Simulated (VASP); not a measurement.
# BaTiO3 (P4mm) in VASP: further runs

BaTiO3 is run at these levels: LDA; tasks: single point, relaxation of shape and atoms at fixed volume.

Program: VASP 6.6.1. These are calculated values, not measurements. Logs are shortened: lines on timing, memory, paths and dates and some standing lists are left out, and cuts for length are marked.

## (1) The cell of the first run

It takes space group P4mm (No. 99, tetragonal). The conventional cell has a = 3.909 Å, b = 3.909 Å, c = 3.930 Å, α = 90.00°, β = 90.00°, γ = 90.00°. Within 3.6 Å of Ba (site symmetry 4mm) lie 12 O at 2.74 to 2.80 Å and 8 Ti at 3.37 to 3.41 Å. Ti (site symmetry 4mm) has 6 O at 1.88 to 2.05 Å within 2.5 Å. O (site symmetry 4mm) has 2 Ti at 1.88 to 2.05 Å within 2.5 Å. O (site symmetry 2mm) has 2 Ti at 1.96 Å within 2.6 Å.

## (2) Single point, LDA (volume scaled by 0.980)

Input file INCAR:

```
PREC = Accurate
ENCUT = 520
EDIFF = 1E-6
ISMEAR = 0
SIGMA = 0.05
LREAL = F
LASPH = T
NELM = 60
ALGO = Normal
ISIF = 2
LWAVE = F
LCHARG = F
NBANDS = 28
```

Input file KPOINTS:

```
Automatic mesh
0
Gamma
  6 6 6
```

Input file POSCAR:

```
BaTiO3
1.0
    3.9088139448      0.0000000000      0.0000000000
    0.0000000000      3.9088139448      0.0000000000
    0.0000000000      0.0000000000      3.9299440633
Ba Ti O
1 1 3
Direct
    0.0000000000      0.0000000000      0.0038582597
    0.5000000000      0.5000000000      0.4947713255
    0.5000000000      0.5000000000      0.0171151602
    0.5000000000      0.0000000000      0.5136276273
    0.0000000000      0.5000000000      0.5136276273
```

Potentials or basis: VASP PAW LDA potentials, release 64 (Ba_sv, Ti_sv, O).

On the command line:

```bash
$ cat potpaw_LDA.64/Ba_sv/POTCAR potpaw_LDA.64/Ti_sv/POTCAR potpaw_LDA.64/O/POTCAR > POTCAR
$ mpirun -np 1 vasp_std > vasp.out
```

OUTCAR:

```text
PREC = Accurate
   ENCUT = 520
   EDIFF = 1E-6
   ISMEAR = 0
   LREAL = F
   LASPH = T
   NELM = 60
   ISIF = 2

 ion  position               nearest neighbor table
   1  0.000  0.000  0.004-   4 2.74   5 2.74   5 2.74   4 2.74   3 2.76   3 2.76   3 2.76   3 2.76
                             4 2.80   5 2.80   5 2.80   4 2.80   2 3.37   2 3.37   2 3.37   2 3.37
   2  0.500  0.500  0.495-   3 1.88   4 1.96   5 1.96   4 1.96   5 1.96   3 2.05   1 3.37   1 3.37
                             1 3.37   1 3.37   1 3.41   1 3.41   1 3.41   1 3.41
   3  0.500  0.500  0.017-   2 1.88   2 2.05   1 2.76   1 2.76   1 2.76   1 2.76
   4  0.500  0.000  0.514-   2 1.96   2 1.96   1 2.74   1 2.74   1 2.80   1 2.80
   5  0.000  0.500  0.514-   2 1.96   2 1.96   1 2.74   1 2.74   1 2.80   1 2.80

  LATTYP: Found a simple tetragonal cell.
 ALAT       =     3.9088139448
 C/A-ratio  =     1.0054057622

  Lattice vectors:

 A1 = (   3.9088139448,   0.0000000000,   0.0000000000)
 A2 = (   0.0000000000,   3.9088139448,   0.0000000000)
 A3 = (   0.0000000000,   0.0000000000,   3.9299440633)

Analysis of symmetry for initial positions (statically):
=====================================================================
 Subroutine PRICEL returns:
 Original cell was already a primitive cell.

 Routine SETGRP: Setting up the symmetry group for a
 simple tetragonal supercell.

 Subroutine GETGRP returns: Found  8 space group operations
 (whereof  8 operations were pure point group operations)
 out of a pool of 16 trial point group operations.

The static configuration has the point symmetry C_4v.

Analysis of symmetry for dynamics (positions and initial velocities):
=====================================================================
 Subroutine PRICEL returns:
 Original cell was already a primitive cell.

 Routine SETGRP: Setting up the symmetry group for a
 simple tetragonal supercell.

 Subroutine GETGRP returns: Found  8 space group operations
 (whereof  8 operations were pure point group operations)
 out of a pool of 16 trial point group operations.

The dynamic configuration has the point symmetry C_4v.

 Subroutine INISYM returns: Found  8 space group operations
 (whereof  8 operations are pure point group operations),
 and found     1 'primitive' translations

----------------------------------------------------------------------------------------

                                     Primitive cell

  volume of cell :      60.0449

  direct lattice vectors                    reciprocal lattice vectors
     3.908813945  0.000000000  0.000000000     0.255832080  0.000000000  0.000000000
     0.000000000  3.908813945  0.000000000     0.000000000  0.255832080  0.000000000
     0.000000000  0.000000000  3.929944063     0.000000000  0.000000000  0.254456548

  length of vectors
     3.908813945  3.908813945  3.929944063     0.255832080  0.255832080  0.254456548

  position of ions in fractional coordinates (direct lattice)
     0.000000000  0.000000000  0.003858260
     0.500000000  0.500000000  0.494771325
     0.500000000  0.500000000  0.017115160
     0.500000000  0.000000000  0.513627627
     0.000000000  0.500000000  0.513627627

  ion indices of the primitive-cell ions
   primitive index   ion index
                 1           1
                 2           2
                 3           3
                 4           4
                 5           5

----------------------------------------------------------------------------------------

 KPOINTS: Automatic mesh

Automatic generation of k-mesh.
 Grid dimensions read from file:
 generate k-points for:    6    6    6

 Generating k-lattice:

  Cartesian coordinates                     Fractional coordinates (reciprocal lattice)
     0.042638680  0.000000000  0.000000000     0.166666667  0.000000000  0.000000000
     0.000000000  0.042638680  0.000000000     0.000000000  0.166666667  0.000000000
     0.000000000  0.000000000  0.042409425     0.000000000  0.000000000  0.166666667

  Length of vectors
     0.042638680  0.042638680  0.042409425

  Shift w.r.t. Gamma in fractional coordinates (k-lattice)
     0.000000000  0.000000000  0.000000000

 Subroutine IBZKPT returns following result:
 ===========================================

 Found     40 irreducible k-points:

 Following reciprocal coordinates:
            Coordinates               Weight
  0.000000  0.000000  0.000000      1.000000
  0.166667  0.000000  0.000000      4.000000
  0.333333  0.000000  0.000000      4.000000
  0.500000  0.000000  0.000000      2.000000
  0.166667  0.166667  0.000000      4.000000
  0.333333  0.166667  0.000000      8.000000
[... 16 lines left out ...]
  0.333333  0.000000  0.333333      8.000000
  0.500000  0.000000  0.333333      4.000000
 [... further k-points ...]
   k-points           NKPTS =     40   k-points in BZ     NKDIM =     40   number of bands    NBANDS=     28
   number of dos      NEDOS =    301   number of ions     NIONS =      5
   total plane-waves  NPLWV =  27000
   dimension x,y,z NGX =    30 NGY =   30 NGZ =   30
   dimension x,y,z NGXF=    60 NGYF=   60 NGZF=   60
   ions per type =               1   1   3
   NGX,Y,Z   is equivalent  to a cutoff of  12.76, 12.76, 12.69 a.u.
   NGXF,Y,Z  is equivalent  to a cutoff of  25.52, 25.52, 25.38 a.u.
 SYSTEM =  unknown system
   PREC   = accura    normal or accurate (medium, high low for compatibility)
   ISTART =      0    job   : 0-new  1-cont  2-samecut
   ICHARG =      2    charge: 1-file 2-atom 10-const
   ISPIN  =      1    spin polarized calculation?
   LNONCOLLINEAR =      F non collinear calculations
   LSORBIT =      F    spin-orbit coupling
   LASPH  =      T    aspherical Exc in radial PAW
   ENCUT  =  520.0 eV  38.22 Ry    6.18 a.u.   7.27  7.27  7.31*2*pi/ulx,y,z
   NELM   =     60;   NELMIN=  2; NELMDL= -5     # of ELM steps
   EDIFF  = 0.1E-05   stopping-criterion for ELM
   LREAL  =      F    real-space projection
   EDIFFG = 0.1E-04   stopping-criterion for IOM
   NSW    =      0    number of steps for IOM
   IBRION =     -1    ionic relax: 0-MD 1-quasi-New 2-CG
   NFREE  =      0    steps in history (QN), initial steepest desc. (CG)
   ISIF   =      2    stress and relaxation
   ISYM   =      2    0-nonsym 1-usesym 2-fastsym
   POTIM  = 0.5000    time-step for ionic-motion
   TEBEG  =    0.0;   TEEND  =   0.0 temperature during run
   PSTRESS=    0.0 pullay stress
   NELECT =      40.0000    total number of electrons
   NUPDOWN=      -1.0000    fix difference up-down
   EMIN   =  10.00;   EMAX   =-10.00  energy-range for DOS
   EFERMI =   0.00;   METHOD = LEGACY
   ISMEAR =     0;   SIGMA  =   0.05  broadening in eV -4-tet -1-fermi 0-gaus
   EFERMI_NEDOS =   21; number of points for ismear=-14 and -15
   IALGO  =     38    algorithm
   IMIX   =      4    mixing-type and parameters
     AMIX     =   0.40;   BMIX     =  1.00
     AMIX_MAG =   1.60;   BMIX_MAG =  1.00
  volume/ion in A,a.u.               =      12.01        81.04
  Fermi-wavevector in a.u.,A,eV,Ry     =   1.429781  2.701893 27.814013  2.044272
  Thomas-Fermi vector in A             =   2.549697
   LORBIT       =      0    0 simple, 1 ext, 2 COOP (PROOUT), +10 PAW based schemes
   GGA     = CA    functional components
   LHFCALC =     F    Hartree Fock is set to
   AEXX    =    0.0000 exact exchange contribution
   IVDW    =     0    specifies the selected vdW correction
   LEPSILON=     F    determine dielectric tensor
   LRPA    =     F    only Hartree local field effects (RPA)
 non-spin polarized calculation
 Gauss-broadening in eV      SIGMA  =   0.05
  energy-cutoff  :      520.00
  volume of cell :       60.04
 maximum number of plane-waves:      1640
 NGX is ok and might be reduce to    30
   NGX = 15   NGY = 15   NGZ = 15

 number of electron      40.0000005 magnetization

 Free energy of the ion-electron system (eV)
  ---------------------------------------------------
  ext. energy  EPLUGINS =         0.00000000
  ---------------------------------------------------
  free energy    TOTEN  =       -44.12523556 eV

  energy without entropy =      -44.12523556  energy(sigma->0) =      -44.12523556

 E-fermi :   4.4585     XC(G=0): -12.0740

 val. band max:        4.0819178773   @ k =   0.5000   0.5000   0.5000
 cond. band min:       5.8712724226   @ k =   0.0000   0.0000   0.0000
 fundamental gap:      1.7893545454
 Fermi energy:         4.4584877973

 k-point     1 :       0.0000    0.0000    0.0000
  band No.  band energies     occupation
      1     -51.5095      2.00000
      2     -28.1866      2.00000
      3     -28.1665      2.00000
      4     -28.1665      2.00000
      5     -20.4848      2.00000
      6     -12.6648      2.00000
[... 20 lines left out ...]
     27       9.0689      0.00000
     28      11.9985      0.00000

 k-point     2 :       0.1667    0.0000    0.0000
  band No.  band energies     occupation
      1     -51.5091      2.00000
      2     -28.1864      2.00000
      3     -28.1854      2.00000
      4     -28.1657      2.00000
      5     -20.4414      2.00000
      6     -12.7194      2.00000
[... 20 lines left out ...]
     27       9.6409      0.00000
     28      12.6770      0.00000

 k-point     3 :       0.3333    0.0000    0.0000
  band No.  band energies     occupation
      1     -51.5082      2.00000
      2     -28.2244      2.00000
      3     -28.1842      2.00000
      4     -28.1641      2.00000
      5     -20.3518      2.00000
      6     -12.9397      2.00000
[... 20 lines left out ...]
     27      11.0221      0.00000
     28      12.5847      0.00000

 k-point     4 :       0.5000    0.0000    0.0000
  band No.  band energies     occupation
      1     -51.5078      2.00000
      2     -28.2435      2.00000
      3     -28.1834      2.00000
      4     -28.1633      2.00000
      5     -20.3056      2.00000
      6     -13.0702      2.00000
[... 578 lines left out ...]
     27      11.5609      0.00000
     28      13.0345      0.00000

 k-point    23 :       0.3333    0.0000    0.3333
  band No.  band energies     occupation
      1     -51.5071      2.00000
      2     -28.2374      2.00000
      3     -28.2206      2.00000
      4     -28.1619      2.00000
      5     -20.2626      2.00000
      6     -12.6198      2.00000
[... 20 lines left out ...]
     27      12.8804      0.00000
     28      13.0374      0.00000

 k-point    24 :       0.5000    0.0000    0.3333
  band No.  band energies     occupation
      1     -51.5067      2.00000
      2     -28.2392      2.00000
      3     -28.2361      2.00000
      4     -28.1611      2.00000
      5     -20.2303      2.00000
      6     -12.5732      2.00000
[... 20 lines left out ...]
     27      12.6226      0.00000
     28      13.9286      0.00000

 [... further k-points ...]
[... 5 lines left out ...]
  --------------------------------------------------------------------------------------
  -------------------------------------------------------------------------------------
  Total        2.2958064      2.2958064      2.3119326      0.0000000     -0.0000000      0.0000000
  in kB       61.2589403     61.2589403     61.6892362      0.0000000     -0.0000000      0.0000000
  external PRESSURE =      61.4023723 kB  Pullay stress =       0.0000000 kB

 VOLUME and BASIS-vectors are now :
 -----------------------------------------------------------------------------
  energy-cutoff  :      520.00
  volume of cell :       60.04
      direct lattice vectors                 reciprocal lattice vectors
     3.908813945  0.000000000  0.000000000     0.255832080  0.000000000  0.000000000
     0.000000000  3.908813945  0.000000000     0.000000000  0.255832080  0.000000000
     0.000000000  0.000000000  3.929944063     0.000000000  0.000000000  0.254456548

 POSITION                                       TOTAL-FORCE (eV/Angst)
 -----------------------------------------------------------------------------------
      0.00000      0.00000      0.01516         0.000000     -0.000000      0.022361
      1.95441      1.95441      1.94442         0.000000     -0.000000      0.054745
      1.95441      1.95441      0.06726         0.000000      0.000000     -0.057973
      1.95441      0.00000      2.01853         0.000000     -0.000000     -0.009566
      0.00000      1.95441      2.01853        -0.000000      0.000000     -0.009566
 -----------------------------------------------------------------------------------
    total drift:                                0.000000      0.000000     -0.000669

  FREE ENERGIE OF THE ION-ELECTRON SYSTEM (eV)
  ---------------------------------------------------
  free  energy   TOTEN  =       -44.1252355556 eV

  energy  without entropy=      -44.1252355556  energy(sigma->0) =      -44.12523556
```

It took 46 s on 1 thread of Intel Xeon Platinum 8488C (Sapphire Rapids), shared host; peak memory 0.2 GiB.

Results:

- Free energy: -44.1252 eV
- Pressure: 6.1 GPa
- Largest force: 0.058 eV/Å
- Band gap on the k mesh: 1.79 eV, indirect (least direct gap 1.96 eV)

Forces on the atoms (eV/Å):
```
Ba   0.000  0.000  0.022
Ti   0.000  0.000  0.055
O    0.000  0.000 -0.058
O    0.000  0.000 -0.010
O    0.000  0.000 -0.010
```

Caveat: the cell differs from its parent crystal (volume scaled by 0.980); spin-orbit coupling is left out, which moves the levels of the heavy elements. A k mesh can miss the band edges.

## (3) Relaxation of shape and atoms at fixed volume, LDA (volume scaled by 0.980)

Input file INCAR:

```
SYSTEM = BaTiO3
PREC = Accurate
ENCUT = 600
EDIFF = 1E-6
ISMEAR = 0
SIGMA = 0.05
LREAL = .False.
LASPH = .True.
NELM = 80
ALGO = Normal
ISIF = 4
LWAVE = .False.
LCHARG = .False.
GGA = CA
IBRION = 2
NSW = 60
EDIFFG = -0.01
```

Input file KPOINTS:

```
regular mesh
0
Gamma
  6 6 6
  0 0 0
```

Input file POSCAR:

```
BaTiO3
1.0
    3.9000454695      0.0000000000      0.0000000000
    0.0000000000      3.9000454695      0.0000000000
    0.0000000000      0.0000000000      3.9476353213
Ba Ti O
1 1 3
Direct
    0.0000000000      0.0000000000      0.0011120632
    0.5000000000      0.5000000000      0.4887464658
    0.5000000000      0.5000000000      0.0222529400
    0.5000000000      0.0000000000      0.5154442655
    0.0000000000      0.5000000000      0.5154442655
```

Potentials or basis: VASP PAW LDA potentials, release 64 (Ba_sv, Ti_sv, O).

On the command line:

```bash
$ cat potpaw_LDA.64/Ba_sv/POTCAR potpaw_LDA.64/Ti_sv/POTCAR potpaw_LDA.64/O/POTCAR > POTCAR
$ mpirun -np 1 vasp_std > vasp.out
```

Wall time 2.1 min (1 thread of Intel Xeon 6975P-C (Granite Rapids), shared host); peak memory 0.2 GiB.

Results (log left out):

```yaml
Free_energy: -44.1333 eV
Energy_gained_by_relaxing: 1.4 meV/atom
Ionic_steps: 9
Pressure_after_relaxing: 5.6 GPa
Largest_force_after_relaxing: 0.005 eV/Å
Band_gap_on_the_k_mesh: 1.78 eV, indirect (least direct gap 1.90 eV)
```

Forces on the atoms (eV/Å):
```
Ba   0.000  0.000  0.000
Ti   0.000  0.000  0.005
O    0.000  0.000 -0.002
O    0.000  0.000 -0.001
O    0.000  0.000 -0.001
```

Stress tensor (GPa, compression positive):
```
5.64 0.00 0.00
0.00 5.64 0.00
0.00 0.00 5.49
```

The path:
| step | energy change (eV) | largest force (eV/Å) | pressure (GPa) | volume (Å³) |
| --- | --- | --- | --- | --- |
| 1 | 0.0000 | 0.2440 | 6.58 | 60.04 |
| 2 | -0.0031 | 0.0810 | 6.21 | 60.04 |
| 3 | -0.0036 | 0.0635 | 6.03 | 60.04 |
| 4 | -0.0056 | 0.0551 | 5.85 | 60.04 |
| 5 | -0.0062 | 0.0484 | 5.73 | 60.04 |
| 6 | -0.0068 | 0.0242 | 5.67 | 60.04 |
| 7 | -0.0069 | 0.0266 | 5.63 | 60.04 |
| 8 | -0.0069 | 0.0283 | 5.63 | 60.04 |
| 9 | -0.0069 | 0.0047 | 5.59 | 60.04 |

Final structure:
```
Ba Ti O
1.0
     3.91200    0.00000    0.00000
     0.00000    3.91200    0.00000
     0.00000    0.00000    3.92355
Ba Ti O
1 1 3
Direct
  0.00000 0.00000 0.00587
  0.50000 0.50000 0.49929
  0.50000 0.50000 0.01407
  0.50000 0.00000 0.51188
  0.00000 0.50000 0.51188
```

Levels at points of the mesh, in eV from the valence-band top:
```csv
k point,band 18,band 19,band 20,band 21,band 22,band 23
"(0.00, 0.00, 0.00)",-0.12,-0.12,-0.12,1.78,1.84,1.84
"(0.50, 0.00, 0.00)",-1.90,-0.78,-0.75,2.03,3.80,3.81
"(0.50, 0.50, 0.00)",-0.84,-0.84,-0.10,3.82,3.82,4.25
"(0.00, 0.00, 0.50)",-1.95,-0.71,-0.71,1.98,3.80,3.80
"(0.50, 0.00, 0.50)",-0.84,-0.83,-0.13,3.81,3.81,4.24
"(0.50, 0.50, 0.50)",-0.03,-0.03,0.00,4.56,4.56,4.57
```

Caveat: the cell differs from its parent crystal (volume scaled by 0.980); spin-orbit coupling is left out, which moves the levels of the heavy elements. A k mesh can miss the band edges.
